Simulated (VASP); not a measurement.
Write the native input for VASP 6.6.1 that does the following.

- Task: single point
- Functional: PBEsol
- Potentials or basis: VASP PAW PBE potentials, release 64 (H, Si, Cl)
- Cutoff: 520 eV
- k mesh: 2 × 2 × 1
- Occupations: fermi-dirac, width 0.02 eV
- Spin: no spin polarisation
- Dipole correction: no
- Further INCAR settings: LREAL = Auto; ALGO = Normal; EDIFF = 1e-06; NBANDS = 74

The structure of Si10H5Cl lies in POSCAR:

```
Si10H5Cl
1.0
    7.6791800000      0.0000000000      0.0000000000
    0.0000000000      7.6791800000      0.0000000000
    0.0000000000      0.0000000000     20.2543620000
H Si Cl
10 20 2
Direct
    0.4093920184      0.0000000000      0.0493720809
    0.0906079816      0.0000000000      0.0493720809
    0.9093920184      0.0000000000      0.0493720809
    0.5906079816      0.0000000000      0.0493720809
    0.4093920184      0.5000000000      0.0493720809
    0.0906079816      0.5000000000      0.0493720809
    0.9093920184      0.5000000000      0.0493720809
    0.5906079816      0.5000000000      0.0493720809
    0.2500837329      0.4167198842      0.4249113845
    0.7472480135      0.3839335710      0.4236806867
    0.2500000000      0.0000000000      0.0921036170
    0.7500000000      0.0000000000      0.0921036170
    0.2500000000      0.5000000000      0.0921036170
    0.7500000000      0.5000000000      0.0921036170
    0.2714090567      0.2432016179      0.1568028655
    0.7663030428      0.2516400189      0.1531241517
    0.2435365495      0.7453513266      0.1614665029
    0.7376256319      0.7443220500      0.1630722804
    0.0152705107      0.2327755047      0.2171319442
    0.5275637503      0.2270834907      0.2214144785
   -0.0084783792      0.7182740866      0.2280680576
    0.4837447488      0.7246784162      0.2346011689
   -0.0283969122     -0.0158888058      0.2819412924
    0.4693913934     -0.1004598147      0.3321221374
   -0.0079560578      0.4580861498      0.2944809617
    0.4845935373      0.4572035035      0.2930123891
    0.1998057084      0.0483244305      0.3556905915
    0.6910364127      0.0885296347      0.3091311393
    0.2380532817      0.3622177107      0.3537561934
    0.7342221435      0.3733709849      0.3498224728
    0.1299194706     -0.0468121596      0.4484826034
    0.5342237062     -0.2534774546      0.4147402915
```

These files were run (other wordings do the same):

INCAR

```
ALGO = Normal
EDIFF = 1E-6
ENCUT = 520
GGA = PS
ISIF = 2
ISMEAR = -1
LASPH = T
LCHARG = F
LREAL = Auto
LWAVE = F
NBANDS = 74
NELM = 100
PREC = Accurate
SIGMA = 0.02
```

KPOINTS

```
k-points
0
Gamma
  2 2 1
```

Potentials or basis: VASP PAW PBE potentials, release 64 (H, Si, Cl).

The run is started by

```console
$ cat potpaw_PBE.64/H/POTCAR potpaw_PBE.64/Si/POTCAR potpaw_PBE.64/Cl/POTCAR > POTCAR
$ mpirun -np 1 vasp_std > vasp.out
```

Results of the run:

```yaml
Largest_force: 0.584 eV/Å
Band_gap_on_the_k_mesh: 1.30 eV, indirect (least direct gap 1.38 eV)
```

Caveat: the PAW data sets were made with another functional, which shifts forces and pressure a little.

Run time: 13 min on 1 thread of Intel(R) Xeon(R) 6975P-C (Granite Rapids), on a shared host, peak memory 1.2 GiB.
